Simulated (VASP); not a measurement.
# Ge (Fm-3m) in VASP: a series of runs, part 2 of 2

VASP 6.6.1. The steps go on from the part before.

**4. Single point, PBE**

This run uses another cell than the first one, of 19.56 Å³/atom, 1.087 times its volume.

Input file INCAR:

```
SYSTEM = Ge
PREC     = Accurate       ! precision mode
ENCUT    = 520            ! plane-wave cutoff, eV
EDIFF    = 1E-6           ! SCF threshold, eV
ISMEAR   = -1             ! smearing method
SIGMA    = 0.1            ! smearing width, eV
LREAL    = .FALSE.        ! projectors in reciprocal space
LASPH    = .TRUE.         ! aspherical terms in the spheres
NELM     = 60             ! most SCF steps
ALGO     = Normal         ! electronic algorithm
ISIF     = 2              ! what is computed and relaxed
LWAVE    = .FALSE.        ! write WAVECAR
LCHARG   = .TRUE.         ! write CHGCAR
GGA      = PE             ! functional
LELF     = .TRUE.         ! ELF
LVHAR    = .TRUE.       
NBANDS   = 13             ! bands
```

Input file KPOINTS:

```
Automatic mesh
0
G
  14 14 14
  0 0 0
```

Input file POSCAR:

```
Ge
1.0
    0.0000000000      2.1385113409      2.1385113409
    2.1385113409      0.0000000000      2.1385113409
    2.1385113409      2.1385113409      0.0000000000
Ge
1
Direct
    0.0000000000      0.0000000000      0.0000000000
```

Potentials or basis: VASP PAW PBE potentials, release 64 (Ge_d).

On the command line:

```
$ cat potpaw_PBE.64/Ge_d/POTCAR > POTCAR
$ mpirun -np 1 vasp_std > vasp.out
```

OUTCAR:

```text
SYSTEM = Ge
   PREC = Accurate
   ENCUT = 520
   EDIFF = 1E-6
   ISMEAR = -1
   LREAL = .FALSE.
   LASPH = .TRUE.
   NELM = 60
   ISIF = 2
   GGA = PE

 ion  position               nearest neighbor table
   1  0.000  0.000  0.000-

  LATTYP: Found a face centered cubic cell.
 ALAT       =     4.2770226818

  Lattice vectors:

 A1 = (   0.0000000000,   2.1385113409,   2.1385113409)
 A2 = (   2.1385113409,   0.0000000000,   2.1385113409)
 A3 = (   2.1385113409,   2.1385113409,   0.0000000000)

Analysis of symmetry for initial positions (statically):
=====================================================================
 Subroutine PRICEL returns:
 Original cell was already a primitive cell.

 Routine SETGRP: Setting up the symmetry group for a
 face centered cubic supercell.

 Subroutine GETGRP returns: Found 48 space group operations
 (whereof 48 operations were pure point group operations)
 out of a pool of 48 trial point group operations.

The static configuration has the point symmetry O_h .

Analysis of symmetry for dynamics (positions and initial velocities):
=====================================================================
 Subroutine PRICEL returns:
 Original cell was already a primitive cell.

 Routine SETGRP: Setting up the symmetry group for a
[... 159 lines left out ...]
  band No.  band energies     occupation
      1     -18.2942      2.00000
      2     -18.2942      2.00000
      3     -18.2942      2.00000
      4     -18.2503      2.00000
      5     -18.2503      2.00000
      6      -6.4584      2.00000
      7      15.0680      0.00000
      8      15.0680      0.00000
      9      15.0680      0.00000
     10      20.2586      0.00000
     11      20.2586      0.00000
     12      20.2586      0.00000
     13      21.3522      0.00000
[... 354 lines left out ...]
  band No.  band energies     occupation
      1     -18.3061      2.00000
      2     -18.2753      2.00000
      3     -18.2665      2.00000
      4     -18.2522      2.00000
      5     -18.2280      2.00000
      6      -4.6499      2.00000
      7       8.3028      0.00000
      8      11.8889      0.00000
      9      12.3812      0.00000
     10      16.7682      0.00000
     11      18.8874      0.00000
     12      23.3819      0.00000
     13      23.8231      0.00000

 [... further k-points ...]
[... 5 lines left out ...]
  --------------------------------------------------------------------------------------
  -------------------------------------------------------------------------------------
  Total        0.0243503      0.0243503      0.0243503     -0.0000000     -0.0000000      0.0000000
  in kB        1.9945707      1.9945707      1.9945707     -0.0000000     -0.0000000      0.0000000
  external PRESSURE =       1.9945707 kB  Pullay stress =       0.0000000 kB

 VOLUME and BASIS-vectors are now :
 -----------------------------------------------------------------------------
  energy-cutoff  :      520.00
  volume of cell :       19.56
      direct lattice vectors                 reciprocal lattice vectors
     0.000000000  2.138511341  2.138511341    -0.233807505  0.233807505  0.233807505
     2.138511341  0.000000000  2.138511341     0.233807505 -0.233807505  0.233807505
     2.138511341  2.138511341  0.000000000     0.233807505  0.233807505 -0.233807505

 POSITION                                       TOTAL-FORCE (eV/Angst)
 -----------------------------------------------------------------------------------
      0.00000      0.00000      0.00000         0.000000      0.000000      0.000000
 -----------------------------------------------------------------------------------
    total drift:                               -0.000000      0.000000      0.000000

  FREE ENERGIE OF THE ION-ELECTRON SYSTEM (eV)
  ---------------------------------------------------
  free  energy   TOTEN  =        -4.1914691464 eV

  energy  without entropy=       -4.1726353215  energy(sigma->0) =       -4.18205223
```

Wall time 23 s (1 thread of Intel Xeon 8259CL, shared host); peak memory 0.15 GiB.

What came out:

- Free energy: -4.1915 eV
- Pressure: 0.2 GPa
- Band gap on the k mesh: zero (band 7 reaches 15.07 eV, above the bottom of band 8 at 4.19 eV)

**5. Single point, PBE (volume scaled by 1.04)**

Input file INCAR:

```
SYSTEM = Ge
  PREC = Accurate
  ENCUT = 520
  EDIFF = 1E-6
  ISMEAR = -1
  SIGMA = 0.1
  LREAL = .False.
  LASPH = .True.
  NELM = 100
  ALGO = Normal
  ISIF = 2
  LWAVE = .False.
  LCHARG = .False.
  GGA = PE
  NBANDS = 13
```

Input file KPOINTS:

```
regular mesh
0
Gamma
  14 14 14
  0 0 0
```

Input file POSCAR:

```
Ge
1.0
    0.0000000000      2.1666528752      2.1666528752
    2.1666528752      0.0000000000      2.1666528752
    2.1666528752      2.1666528752      0.0000000000
Ge
1
Direct
    0.0000000000      0.0000000000      0.0000000000
```

On the command line:

```
$ cat potpaw_PBE.64/Ge_d/POTCAR > POTCAR
$ mpirun -np 1 vasp_std > vasp.out
```

It took 23 s on 1 thread of Intel Xeon 8259CL, shared host; peak memory 0.15 GiB.

The run converged. Its results:

- Free energy: -4.1875 eV
- Pressure: -2.1 GPa
- Band gap on the k mesh: zero (band 7 reaches 14.30 eV, above the bottom of band 8 at 3.90 eV)

Levels at points of the mesh, in eV from the Fermi level:
| k point | band 4 | band 5 | band 6 | band 7 | band 8 | band 9 | band 10 | band 11 |
| --- | --- | --- | --- | --- | --- | --- | --- | --- |
| (0.00, 0.00, 0.00) | -24.75 | -24.75 | -12.65 | 8.20 | 8.20 | 8.20 | 13.51 | 13.51 |
| (0.50, 0.00, 0.00) | -24.71 | -24.71 | -7.83 | -5.18 | 6.31 | 6.31 | 11.35 | 12.27 |
| (0.50, 0.50, 0.00) | -24.70 | -24.70 | -5.74 | -4.01 | 2.43 | 2.43 | 6.11 | 6.56 |

Caveat: the cell differs from its parent crystal (volume scaled by 1.04).

**6. Single point, PBE (volume scaled by 1.08)**

Input file INCAR:

```
SYSTEM = Ge
ALGO = Normal
EDIFF = 1E-6
ENCUT = 520
GGA = PE
ISIF = 2
ISMEAR = -1
LASPH = .True.
LCHARG = .False.
LREAL = .False.
LWAVE = .False.
NBANDS = 13
NELM = 80
PREC = Accurate
SIGMA = 0.1
```

Input file KPOINTS:

```
k-points
0
Gamma
  14 14 14
  0 0 0
```

Input file POSCAR:

```
Ge
1.0
    0.0000000000      2.1940817728      2.1940817728
    2.1940817728      0.0000000000      2.1940817728
    2.1940817728      2.1940817728      0.0000000000
Ge
1
Direct
    0.0000000000      0.0000000000      0.0000000000
```

Potentials or basis: VASP PAW PBE potentials, release 64 (Ge_d).

On the command line:

```
$ cat potpaw_PBE.64/Ge_d/POTCAR > POTCAR
$ mpirun -np 1 vasp_std > vasp.out
```

Run time: 24 s. Hardware: 1 thread of Intel Xeon 8259CL, shared host; peak memory 0.15 GiB.

The run converged. Its results:

* Free energy: -4.1733 eV
* Pressure: -4.0 GPa
* Band gap on the k mesh: zero (band 7 reaches 13.58 eV, above the bottom of band 8 at 3.63 eV)

Levels at points of the mesh, in eV from the Fermi level:
| k point | band 4 | band 5 | band 6 | band 7 | band 8 | band 9 | band 10 | band 11 |
| --- | --- | --- | --- | --- | --- | --- | --- | --- |
| (0.00, 0.00, 0.00) | -24.75 | -24.75 | -12.36 | 7.86 | 7.86 | 7.86 | 13.28 | 13.28 |
| (0.50, 0.00, 0.00) | -24.71 | -24.71 | -7.77 | -4.96 | 6.06 | 6.06 | 11.00 | 12.08 |
| (0.50, 0.50, 0.00) | -24.71 | -24.71 | -5.79 | -3.84 | 2.37 | 2.37 | 6.00 | 6.52 |

Caveat: the cell differs from its parent crystal (volume scaled by 1.08).

**7. Summary**

```csv
cell,gap on the mesh (eV),pressure (GPa)
"a = 2.941 Å, angles 60.0°, 1 atom",none,6.5
"a = 2.983 Å, angles 60.0°, 1 atom",none,3.1
"a = 3.024 Å, angles 60.0°, 1 atom",none,0.2
"a = 3.064 Å, angles 60.0°, 1 atom",none,-2.1
"a = 3.103 Å, angles 60.0°, 1 atom",none,-4.0
```

Alike in all rows: task single point; level PBE; potentials or basis VASP PAW PBE potentials, release 64 (Ge_d); no spin polarisation; k mesh 14 × 14 × 14; cutoff (eV) 520; smearing fermi-dirac 0.1 eV.

Total energies depend on the potentials used, so only differences within one code and one set of settings carry meaning.
